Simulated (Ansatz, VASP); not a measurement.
## Two plane-wave programs on SiC

```
Si C
1.0
     3.13633    0.00000    0.00000
    -1.56816    2.71614    0.00000
     0.00000    0.00000    5.14701
Si C
2 2
Direct
  0.66667 0.33333 0.50000
  0.33333 0.66667 0.00000
  0.66667 0.33333 0.88500
  0.33333 0.66667 0.38500
```

Alike in both runs: task single point; functional revPBE; k mesh 10 × 10 × 5; occupations fermi-dirac, width 0.05 eV; no spin polarisation.

```csv
,VASP,Ansatz
version,VASP 6.6.1,Ansatz 0.2.0
potentials or method,"VASP PAW PBE potentials, release 64 (Si, C)",Ansatz PAW
plane-wave cutoff (eV),520,420
valence electrons in the cell,16,16
```

Ansatz gave:

| Quantity | Value |
| --- | --- |
| gap on the k mesh at the Fermi level (eV) | 2.52 |
| least direct gap on the mesh (eV) | 3.99 |
| pressure (GPa) | -5.9 |
| traceless stress, the component that is largest in VASP (GPa) | -1.95 |
| rms of the force components (eV/Å) | 0.388 |

Question: What did VASP give for the same quantities?

Answer: gap on the k mesh at the Fermi level (eV): 2.51; least direct gap on the mesh (eV): 3.98; pressure (GPa): -6.2; traceless stress, the component that is largest in VASP (GPa): -1.94; rms of the force components (eV/Å): 0.387.

VASP's potentials were made for PBE, not for revPBE. Atom by atom the forces differ by 0.001 eV/Å (rms over components).

Noted on Ansatz's run: odd divisions of the mesh miss points on the zone boundary, where band edges often lie, so the gap on the mesh can be too wide.
